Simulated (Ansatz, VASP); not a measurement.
**Al: VASP beside Ansatz**

Contents of INCAR:

```
SYSTEM = Al
  PREC = Accurate
  ENCUT = 520
  EDIFF = 1E-6
  ISMEAR = 0
  SIGMA = 0.05
  LREAL = .FALSE.
  LASPH = .TRUE.
  NELM = 100
  ALGO = Normal
  ISIF = 2
  LWAVE = .FALSE.
  LCHARG = .FALSE.
  NBANDS = 10
```

KPOINTS

```
regular mesh
0
G
  12 12 6
  0 0 0
```

POSCAR

```
Al
1.0
    2.9207315633      0.0000000000      0.0000000000
   -1.4603657869      2.5294277314      0.0000000000
    0.0000000000      0.0000000000      5.0542179839
Al
2
Direct
    0.6666666667      0.3333333333      0.7500000000
    0.3333333333      0.6666666667      0.2500000000
```

Input for Ansatz:

```yaml
crystal:
  lattice:
    - [2.9207315633189164, 0.0, 0.0]
    - [-1.4603657868519524, 2.529427731355551, 0.0]
    - [0.0, 0.0, 5.054217983918809]
  atoms:
    - { symbol: Al, position: [0.6666666666666666, 0.3333333333333333, 0.75] }
    - { symbol: Al, position: [0.3333333333333333, 0.6666666666666666, 0.25] }
basis:
  ecutwfc: 500.0
kpoints:
  mp_grid:
    grid: [12, 12, 6]
hamiltonian:
  xc: lda
  pseudopotentials:
    kind: paw
scf:
  occupations:
    method: gaussian
    width: 0.05
output:
  stress: true
```

Alike in both runs: task single point; functional LDA; k mesh 12 × 12 × 6; occupations gaussian, width 0.05 eV; no spin polarisation.

```csv
,VASP,Ansatz
version,VASP 6.6.1,Ansatz 0.2.0
potentials or method,"VASP PAW LDA potentials, release 64 (Al), cutoff 520 eV","plane waves, PAW"
valence electrons in the cell,6,6
```

|  | VASP | Ansatz | Ansatz less VASP |
| --- | --- | --- | --- |
| pressure (GPa) | -8.7 | -8.7 | -0.02 |
| traceless stress, the component that is largest in VASP (GPa) | -0.56 | -0.56 | +0.007 |

LDA's correlation is that of Perdew and Zunger in VASP and of Perdew and Wang (1992) in Ansatz.
